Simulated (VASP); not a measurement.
# LiF: single point with PBEsol

Crystal: LiF.

```
CELL_PARAMETERS angstrom
3.06094 0.00000 0.00000
-1.53047 2.65085 0.00000
0.00000 0.00000 4.80732
ATOMIC_POSITIONS crystal
Li 0.33333 0.66667 0.38115
Li 0.66667 0.33333 0.88115
F 0.33333 0.66667 0.05625
F 0.66667 0.33333 0.55625
```

This cell differs from its parent crystal: all F atoms moved +0.300 Å, as atom 3 along Cartesian [0 0 1].

```json
{
  "Program": "VASP 6.6.1",
  "Task": "single point",
  "Functional": "PBEsol",
  "Potentials or basis": "VASP PAW PBE potentials, release 64 (Li_sv, F)",
  "Cutoff": "520 eV",
  "k mesh": "9 × 9 × 6",
  "Occupations": "gaussian, width 0.05 eV",
  "Spin": "no spin polarisation"
}
```

* Largest force: 2.625 eV/Å
* Band gap on the k mesh: 7.66 eV, direct

Forces on the atoms (eV/Å):
```
Li   0.000  0.000  2.625
Li   0.000  0.000  2.625
F    0.000  0.000 -2.625
F    0.000  0.000 -2.625
```

Levels at points of the mesh, in eV from the valence-band top:
```csv
k point,band 8,band 9,band 10,band 11,band 12,band 13
"(0.00, 0.00, 0.00)",-0.36,0.00,0.00,7.66,12.03,14.88
"(0.00, 0.00, 0.50)",-0.18,-0.18,-0.18,9.16,9.16,18.22
```

Run time: 11 s on 1 thread of Intel(R) Xeon(R) 6975P-C (Granite Rapids), on a shared host, peak memory 0.16 GiB.

Caveat: the cell differs from its parent crystal (all F atoms moved +0.300 Å, as atom 3 along Cartesian [0 0 1]); the PAW data sets were made with another functional, which shifts forces and pressure a little. A k mesh can miss the band edges.
